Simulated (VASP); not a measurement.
# AlB2As3 (P6_3mc) in VASP: notebook

Runs on AlB2As3. Level: PBE. Tasks: relaxation of cell and atoms, single point.

Everything below comes from runs of VASP 6.6.1. Logs are shortened: lines on timing, memory, paths and dates and some standing lists are left out, and cuts for length are marked.

**1. The cell of the first run**

The structure is hexagonal, space group P6_3mc (No. 186). Conventional cell: a = 3.636 Å, b = 3.636 Å, c = 17.929 Å, α = 90.00°, β = 90.00°, γ = 120.00°. Al (site symmetry 3m) has 4 As at 2.23 to 2.24 Å within 2.9 Å. B (site symmetry 3m) has 4 As at 2.23 to 2.24 Å within 2.9 Å. Within 2.9 Å of B (site symmetry 3m) lie 4 As at 2.23 to 2.24 Å. Within 2.9 Å of As (site symmetry 3m) lie 3 B at 2.23 Å and 1 Al at 2.24 Å. Within 2.9 Å of As (site symmetry 3m) lie 3 Al at 2.23 Å and 1 B at 2.24 Å. As (site symmetry 3m) has 4 B at 2.23 to 2.24 Å within 2.9 Å.

**2. Relaxation of cell and atoms, PBE**

Contents of INCAR:

```
  ALGO = Normal
  EDIFF = 1E-7
  EDIFFG = -0.04
  ENCUT = 600
  GGA = PE
  IBRION = 2
  ISIF = 3
  ISMEAR = 0
  LASPH = True
  LCHARG = False
  LREAL = False
  LWAVE = False
  NELM = 80
  NSW = 90
  PREC = Accurate
  SIGMA = 0.1
```

Contents of KPOINTS:

```
k-points
0
Gamma
  6 6 1
```

Contents of POSCAR:

```
AlB2As3
1.0
    3.6364835000      0.0000000000      0.0000000000
   -1.8182417500      3.1492870900      0.0000000000
    0.0000000000      0.0000000000     17.9293284500
Al B As
2 4 6
Direct
    0.3333333300      0.6666666700      0.0002276700
    0.6666666700      0.3333333300      0.5002276700
    0.3333333300      0.6666666700      0.3335610000
    0.3333333300      0.6666666700      0.6668943300
    0.6666666700      0.3333333300      0.1668943300
    0.6666666700      0.3333333300      0.8335610000
    0.3333333300      0.6666666700      0.1251056700
    0.3333333300      0.6666666700      0.4584390000
    0.3333333300      0.6666666700      0.7917723400
    0.6666666700      0.3333333300      0.2917723400
    0.6666666700      0.3333333300      0.6251056700
    0.6666666700      0.3333333300      0.9584390000
```

Potentials or basis: VASP PAW PBE potentials, release 64 (Al, B, As).

Launch:

```
> cat potpaw_PBE.64/Al/POTCAR potpaw_PBE.64/B/POTCAR potpaw_PBE.64/As/POTCAR > POTCAR
> mpirun -np 1 vasp_std > vasp.out
```

OUTCAR:

```text
EDIFF = 1E-7
   EDIFFG = -0.04
   ENCUT = 600
   GGA = PE
   IBRION = 2
   ISIF = 3
   ISMEAR = 0
   LASPH = True
   LREAL = False
   NELM = 80
   NSW = 90
   PREC = Accurate

 ion  position               nearest neighbor table
   1  0.333  0.667  0.000-  12 2.23  12 2.23  12 2.23   7 2.24
   2  0.667  0.333  0.500-   8 2.23   8 2.23   8 2.23  11 2.24
   3  0.333  0.667  0.334-  10 2.23  10 2.23  10 2.23   8 2.24
   4  0.333  0.667  0.667-  11 2.23  11 2.23  11 2.23   9 2.24
   5  0.667  0.333  0.167-   7 2.23   7 2.23   7 2.23  10 2.24
   6  0.667  0.333  0.834-   9 2.23   9 2.23   9 2.23  12 2.24
   7  0.333  0.667  0.125-   5 2.23   5 2.23   5 2.23   1 2.24
   8  0.333  0.667  0.458-   2 2.23   2 2.23   2 2.23   3 2.24
   9  0.333  0.667  0.792-   6 2.23   6 2.23   6 2.23   4 2.24
  10  0.667  0.333  0.292-   3 2.23   3 2.23   3 2.23   5 2.24
  11  0.667  0.333  0.625-   4 2.23   4 2.23   4 2.23   2 2.24
  12  0.667  0.333  0.958-   1 2.23   1 2.23   1 2.23   6 2.24

  LATTYP: Found a hexagonal cell.
 ALAT       =     3.6364835000
 C/A-ratio  =     4.9304028053

  Lattice vectors:

 A1 = (   3.6364835000,   0.0000000000,   0.0000000000)
 A2 = (  -1.8182417500,   3.1492870900,   0.0000000000)
 A3 = (   0.0000000000,   0.0000000000,  17.9293284500)

Analysis of symmetry for initial positions (statically):
=====================================================================
 Subroutine PRICEL returns:
 Original cell was already a primitive cell.

 Routine SETGRP: Setting up the symmetry group for a
 hexagonal supercell.

 Subroutine GETGRP returns: Found 12 space group operations
 (whereof  6 operations were pure point group operations)
 out of a pool of 24 trial point group operations.

The static configuration has the point symmetry C_3v.
 The point group associated with its full space group is C_6v.

Analysis of symmetry for dynamics (positions and initial velocities):
=====================================================================
 Subroutine PRICEL returns:
 Original cell was already a primitive cell.

 Routine SETGRP: Setting up the symmetry group for a
 hexagonal supercell.

 Subroutine GETGRP returns: Found 12 space group operations
 (whereof  6 operations were pure point group operations)
 out of a pool of 24 trial point group operations.

The dynamic configuration has the point symmetry C_3v.
 The point group associated with its full space group is C_6v.

 Subroutine INISYM returns: Found 12 space group operations
 (whereof  6 operations are pure point group operations),
 and found     1 'primitive' translations

[... 103 lines left out ...]
   ISYM   =      2    0-nonsym 1-usesym 2-fastsym
   POTIM  = 0.5000    time-step for ionic-motion
   TEBEG  =    0.0;   TEEND  =   0.0 temperature during run
   PSTRESS=    0.0 pullay stress
   NELECT =      48.0000    total number of electrons
   NUPDOWN=      -1.0000    fix difference up-down
   EMIN   =  10.00;   EMAX   =-10.00  energy-range for DOS
   EFERMI =   0.00;   METHOD = LEGACY
   ISMEAR =     0;   SIGMA  =   0.10  broadening in eV -4-tet -1-fermi 0-gaus
   EFERMI_NEDOS =   21; number of points for ismear=-14 and -15
   IALGO  =     38    algorithm
   IMIX   =      4    mixing-type and parameters
     AMIX     =   0.40;   BMIX     =  1.00
     AMIX_MAG =   1.60;   BMIX_MAG =  1.00
  volume/ion in A,a.u.               =      17.11       115.47
  Fermi-wavevector in a.u.,A,eV,Ry     =   1.008485  1.905760 13.837686  1.017041
  Thomas-Fermi vector in A             =   2.141354
   LORBIT       =      0    0 simple, 1 ext, 2 COOP (PROOUT), +10 PAW based schemes
   GGA     = PE    functional components
   LHFCALC =     F    Hartree Fock is set to
   AEXX    =    0.0000 exact exchange contribution
   IVDW    =     0    specifies the selected vdW correction
   LEPSILON=     F    determine dielectric tensor
   LRPA    =     F    only Hartree local field effects (RPA)
 conjugate gradient relaxation of ions
 non-spin polarized calculation
 Gauss-broadening in eV      SIGMA  =   0.10
  energy-cutoff  :      600.00
  volume of cell :      205.33
 maximum number of plane-waves:      6893
 NGX is ok and might be reduce to    30
   NGX = 15   NGY = 15   NGZ = 71

--------------------------------------- Ionic step        1  -------------------------------------------

 number of electron      47.9999995 magnetization

 Free energy of the ion-electron system (eV)
  ---------------------------------------------------
  ext. energy  EPLUGINS =         0.00000000
  ---------------------------------------------------
  free energy    TOTEN  =       -59.69797247 eV

  energy without entropy =      -59.69797247  energy(sigma->0) =      -59.69797247

------------------------ aborting loop because EDIFF is reached ----------------------------------------

  FORCE on cell =-STRESS in cart. coord.  units (eV):
  Direction    XX          YY          ZZ          XY          YZ          ZX
  --------------------------------------------------------------------------------------
  -------------------------------------------------------------------------------------
  Total        3.1797208      3.1797208      5.0557649      0.0000000      0.0000000      0.0000000
  in kB       24.8108514     24.8108514     39.4493235      0.0000000      0.0000000      0.0000000
  external PRESSURE =      29.6903421 kB  Pullay stress =       0.0000000 kB
[... 119 lines left out ...]
  FREE ENERGIE OF THE ION-ELECTRON SYSTEM (eV)
  ---------------------------------------------------
  free  energy   TOTEN  =       -61.1141989962 eV

  energy  without entropy=      -61.1141823534  energy(sigma->0) =      -61.11419067

[... ionic steps 4 to 7 ...]

--------------------------------------- Ionic step        8  -------------------------------------------

 number of electron      48.0000000 magnetization

------------------------ aborting loop because EDIFF is reached ----------------------------------------
[... 87 lines left out ...]
--------------------------------------- Ionic step       10  -------------------------------------------

 number of electron      48.0000001 magnetization

 Free energy of the ion-electron system (eV)
  ---------------------------------------------------
  ext. energy  EPLUGINS =         0.00000000
  ---------------------------------------------------
  free energy    TOTEN  =       -61.71436276 eV

  energy without entropy =      -61.70817869  energy(sigma->0) =      -61.71127073

 E-fermi :   5.9846     XC(G=0):  -9.8679

 val. band max:        5.9332453611   @ k =   0.0000   0.0000   0.0000
 cond. band min:       6.0873501227   @ k =   0.3333   0.0000   0.0000
 fundamental gap:      0.1541047616
 Fermi energy:         5.9846061235

 k-point     1 :       0.0000    0.0000    0.0000
  band No.  band energies     occupation
      1      -8.9988      2.00000
      2      -8.9041      2.00000
      3      -8.0942      2.00000
      4      -7.7010      2.00000
      5      -7.0043      2.00000
      6      -6.5411      2.00000
[... 266 lines left out ...]
  FREE ENERGIE OF THE ION-ELECTRON SYSTEM (eV)
  ---------------------------------------------------
  free  energy   TOTEN  =       -61.7143627637 eV

  energy  without entropy=      -61.7081786869  energy(sigma->0) =      -61.71127073

 reached required accuracy - stopping structural energy minimisation
```

OSZICAR:

```text
N       E                     dE             d eps       ncg     rms          rms(c)
DAV:   1     0.195793670888E+03    0.19579E+03   -0.21056E+04   434   0.147E+03
DAV:   2    -0.424216745022E+02   -0.23822E+03   -0.22664E+03   538   0.210E+02
DAV:   3    -0.608909261963E+02   -0.18469E+02   -0.18220E+02   572   0.569E+01
[... 105 lines left out ...]
DAV:   2    -0.617143679511E+02   -0.74414E-04   -0.95994E-04   533   0.127E-01    0.193E-02
DAV:   3    -0.617143628750E+02    0.50761E-05   -0.26514E-05   557   0.241E-02    0.103E-02
DAV:   4    -0.617143622219E+02    0.65303E-06   -0.59825E-06   543   0.116E-02    0.383E-03
DAV:   5    -0.617143627160E+02   -0.49408E-06   -0.13735E-06   550   0.621E-03    0.162E-03
DAV:   6    -0.617143627637E+02   -0.47678E-07   -0.27265E-07   390   0.240E-03
  10 F= -.61714363E+02 E0= -.61711271E+02  d E =-.303567E-03
```

CONTCAR:

```text
AlB2As3
   1.00000000000000
     3.5839093255240901   -0.0000000000000000    0.0000000000000000
    -1.7919546627620451    3.1037565193869558   -0.0000000000000000
     0.0000000000000000   -0.0000000000000000   18.2690075892894939
  Al              B               As
     2     4     6
Direct
     0.3333333300000021    0.6666666699999979    0.0019932527192361
     0.6666666699999979    0.3333333300000021    0.5019932527192360
     0.3333333300000021    0.6666666699999979    0.3275538853322957
     0.3333333300000021    0.6666666699999979    0.6752714048166345
     0.6666666699999979    0.3333333300000021    0.1752714048166344
     0.6666666699999979    0.3333333300000021    0.8275538853322957
     0.3333333300000021    0.6666666699999979    0.1381615004421999
     0.3333333300000021    0.6666666699999979    0.4421112861615505
     0.3333333300000021    0.6666666699999979    0.7909086805280888
     0.6666666699999979    0.3333333300000021    0.2909086805280889
     0.6666666699999979    0.3333333300000021    0.6381615004421931
     0.6666666699999979    0.3333333300000021    0.9421112861615506

  0.00000000E+00  0.00000000E+00  0.00000000E+00
  0.00000000E+00  0.00000000E+00  0.00000000E+00
  0.00000000E+00  0.00000000E+00  0.00000000E+00
  0.00000000E+00  0.00000000E+00  0.00000000E+00
  0.00000000E+00  0.00000000E+00  0.00000000E+00
  0.00000000E+00  0.00000000E+00  0.00000000E+00
  0.00000000E+00  0.00000000E+00  0.00000000E+00
  0.00000000E+00  0.00000000E+00  0.00000000E+00
  0.00000000E+00  0.00000000E+00  0.00000000E+00
  0.00000000E+00  0.00000000E+00  0.00000000E+00
  0.00000000E+00  0.00000000E+00  0.00000000E+00
  0.00000000E+00  0.00000000E+00  0.00000000E+00
```

Wall time 17 min (1 thread of Intel Xeon 8259CL, shared host); peak memory 0.4 GiB.

What came out:

```
Free energy                           : -61.7144 eV
Relaxed volume                        : 16.93 Å³/atom
Relaxed cell                          : a = 3.584 Å, b = 3.584 Å, c = 18.269 Å, α = 90.00°, β = 90.00°, γ = 120.00°
Space group after relaxing (to 0.1 Å) : P6_3mc (No. 186)
Energy gained by relaxing             : 168.0 meV/atom
Ionic steps                           : 10
Pressure after relaxing               : 0.0 GPa
Largest force after relaxing          : 0.015 eV/Å
Band gap on the k mesh                : 0.15 eV (least direct gap 0.41 eV)
```

Forces on the atoms (eV/Å):
```
Al   0.000  0.000  0.009
Al   0.000  0.000  0.009
B    0.000  0.000 -0.015
B    0.000  0.000 -0.005
B    0.000  0.000 -0.005
B    0.000  0.000 -0.015
As   0.000  0.000  0.010
As   0.000  0.000 -0.005
As   0.000  0.000  0.006
As   0.000  0.000  0.006
As   0.000  0.000  0.010
As   0.000  0.000 -0.005
```

The path:
```tsv
step	energy change (eV)	largest force (eV/Å)	pressure (GPa)	volume (Å³)
1	0.0000	3.8200	2.97	205.33
2	-1.4114	1.3047	-3.66	214.90
3	-1.4162	1.3588	-3.96	215.52
4	-1.8761	0.9819	0.04	204.34
5	-1.8868	1.0393	0.87	202.48
6	-2.0000	0.2830	0.82	201.43
7	-2.0103	0.1726	0.78	201.68
8	-2.0149	0.0673	-0.42	204.04
9	-2.0161	0.0544	-0.05	203.29
10	-2.0164	0.0148	0.01	203.22
```

Final structure:
```
Al B As
1.0
     3.58391    0.00000    0.00000
    -1.79195    3.10376    0.00000
     0.00000    0.00000   18.26901
Al B As
2 4 6
Cartesian
  0.0000 2.0692 0.0364
  1.7920 1.0346 9.1709
  0.0000 2.0692 5.9841
  0.0000 2.0692 12.3365
  1.7920 1.0346 3.2020
  1.7920 1.0346 15.1186
  0.0000 2.0692 2.5241
  0.0000 2.0692 8.0769
  0.0000 2.0692 14.4491
  1.7920 1.0346 5.3146
  1.7920 1.0346 11.6586
  1.7920 1.0346 17.2114
```

Levels at points of the mesh, in eV from the valence-band top:
```tsv
k point	band 22	band 23	band 24	band 25	band 26	band 27
(0.00, 0.00, 0.00)	-0.13	0.00	0.00	0.41	0.47	0.98
(0.50, 0.00, 0.00)	-2.98	-1.78	-1.61	0.21	0.32	0.40
```

Caveat: an odd mesh through Γ misses points on the zone boundary, where band edges can lie.

**3. Single point, PBE**

This run uses another cell than the first one, of 16.88 Å³/atom.

Contents of INCAR:

```
SYSTEM = AlB2As3
PREC     = Accurate       ! precision mode
ENCUT    = 520            ! plane-wave cutoff, eV
EDIFF    = 1E-7           ! SCF threshold, eV
ISMEAR   = 0              ! smearing method
SIGMA    = 0.01           ! smearing width, eV
LREAL    = .FALSE.        ! projectors in reciprocal space
LASPH    = .TRUE.         ! aspherical terms in the spheres
NELM     = 80             ! most SCF steps
ALGO     = Normal         ! electronic algorithm
ISIF     = 2              ! what is computed and relaxed
LWAVE    = .FALSE.        ! write WAVECAR
LCHARG   = .FALSE.        ! write CHGCAR
GGA      = PE             ! functional
NBANDS   = 36             ! bands
```

Contents of KPOINTS:

```
Automatic mesh
0
G
  12 12 2
  0 0 0
```

Contents of POSCAR:

```
AlB2As3
1.0
    3.5791765981      0.0000000000      0.0000000000
   -1.7895882990      3.0996578586      0.0000000000
    0.0000000000      0.0000000000     18.2538980233
Al B As
2 4 6
Direct
    0.3333333333      0.6666666667      0.0018686689
    0.6666666667      0.3333333333      0.5018686689
    0.3333333333      0.6666666667      0.3275975824
    0.3333333333      0.6666666667      0.6753365280
    0.6666666667      0.3333333333      0.1753365280
    0.6666666667      0.3333333333      0.8275975824
    0.3333333333      0.6666666667      0.1381618276
    0.3333333333      0.6666666667      0.4420510853
    0.3333333333      0.6666666667      0.7909843178
    0.6666666667      0.3333333333      0.2909843178
    0.6666666667      0.3333333333      0.6381618276
    0.6666666667      0.3333333333      0.9420510853
```

Potentials or basis: VASP PAW PBE potentials, release 64 (Al, B, As).

Launch:

```
> cat potpaw_PBE.64/Al/POTCAR potpaw_PBE.64/B/POTCAR potpaw_PBE.64/As/POTCAR > POTCAR
> mpirun -np 1 vasp_std > vasp.out
```

OUTCAR:

```text
SYSTEM = AlB2As3
   PREC = Accurate
   ENCUT = 520
   EDIFF = 1E-7
   ISMEAR = 0
   LREAL = .FALSE.
   LASPH = .TRUE.
   NELM = 80
   ISIF = 2
   GGA = PE

 ion  position               nearest neighbor table
   1  0.333  0.667  0.002-  12 2.34  12 2.34  12 2.34   7 2.49
   2  0.667  0.333  0.502-   8 2.34   8 2.34   8 2.34  11 2.49
   3  0.333  0.667  0.328-   8 2.09  10 2.17  10 2.17  10 2.17
   4  0.333  0.667  0.675-   9 2.11  11 2.18  11 2.18  11 2.18
   5  0.667  0.333  0.175-  10 2.11   7 2.18   7 2.18   7 2.18
   6  0.667  0.333  0.828-  12 2.09   9 2.17   9 2.17   9 2.17
   7  0.333  0.667  0.138-   5 2.18   5 2.18   5 2.18   1 2.49
   8  0.333  0.667  0.442-   3 2.09   2 2.34   2 2.34   2 2.34
   9  0.333  0.667  0.791-   4 2.11   6 2.17   6 2.17   6 2.17
  10  0.667  0.333  0.291-   5 2.11   3 2.17   3 2.17   3 2.17
[... 1168 lines left out ...]
  volume of cell :      202.51
      direct lattice vectors                 reciprocal lattice vectors
     3.579176598  0.000000000  0.000000000     0.279393870  0.161308126  0.000000000
    -1.789588299  3.099657859  0.000000000     0.000000000  0.322616252  0.000000000
     0.000000000  0.000000000 18.253898023     0.000000000  0.000000000  0.054782819

 POSITION                                       TOTAL-FORCE (eV/Angst)
 -----------------------------------------------------------------------------------
     -0.00000      2.06644      0.03411         0.000000     -0.000000      0.022874
      1.78959      1.03322      9.16106        -0.000000      0.000000      0.022874
     -0.00000      2.06644      5.97993        -0.000000      0.000000     -0.020198
     -0.00000      2.06644     12.32752        -0.000000      0.000000     -0.015658
      1.78959      1.03322      3.20058         0.000000      0.000000     -0.015658
      1.78959      1.03322     15.10688         0.000000      0.000000     -0.020198
     -0.00000      2.06644      2.52199         0.000000     -0.000000     -0.007163
     -0.00000      2.06644      8.06916        -0.000000      0.000000      0.011230
     -0.00000      2.06644     14.43855        -0.000000      0.000000      0.008915
      1.78959      1.03322      5.31160        -0.000000      0.000000      0.008915
      1.78959      1.03322     11.64894        -0.000000      0.000000     -0.007163
      1.78959      1.03322     17.19610         0.000000      0.000000      0.011230
 -----------------------------------------------------------------------------------
    total drift:                               -0.000000     -0.000000     -0.000594

  FREE ENERGIE OF THE ION-ELECTRON SYSTEM (eV)
  ---------------------------------------------------
  free  energy   TOTEN  =       -61.7989151612 eV

  energy  without entropy=      -61.7989151612  energy(sigma->0) =      -61.79891516
```

stdout:

```text
POSCAR found type information on POSCAR AlB As
 POSCAR found :  3 types and      12 ions
 scaLAPACK will be used
 LDA part: xc-table for (Slater+PW92), standard interpolation
 POSCAR, INCAR and KPOINTS ok, starting setup
 FFT: planning ... GRIDC
 FFT: planning ... GRID_SOFT
 FFT: planning ... GRID
 WAVECAR not read
 entering main loop
```

Run time: 11 min. Hardware: 1 thread of Intel Xeon 8259CL, shared host; peak memory 0.47 GiB.

Results:

| Property | Result |
| --- | --- |
| Free energy | -61.7989 eV |
| Pressure | 0.3 GPa |
| Largest force | 0.023 eV/Å |
| Band gap on the k mesh | 0.13 eV (least direct gap 0.41 eV) |

Forces on the atoms (eV/Å):
```
Al   0.000  0.000  0.023
Al   0.000  0.000  0.023
B    0.000  0.000 -0.020
B    0.000  0.000 -0.016
B    0.000  0.000 -0.016
B    0.000  0.000 -0.020
As   0.000  0.000 -0.007
As   0.000  0.000  0.011
As   0.000  0.000  0.009
As   0.000  0.000  0.009
As   0.000  0.000 -0.007
As   0.000  0.000  0.011
```

Levels at points of the mesh, in eV from the valence-band top:
```tsv
k point	band 22	band 23	band 24	band 25	band 26	band 27
(0.00, 0.00, 0.00)	-0.13	0.00	0.00	0.41	0.46	0.98
(0.50, 0.00, 0.00)	-3.00	-1.78	-1.62	0.19	0.30	0.38
(0.00, 0.00, 0.50)	-0.07	-0.07	-0.07	0.43	0.43	1.35
(0.50, 0.00, 0.50)	-3.40	-1.70	-1.70	0.29	0.29	0.67
```
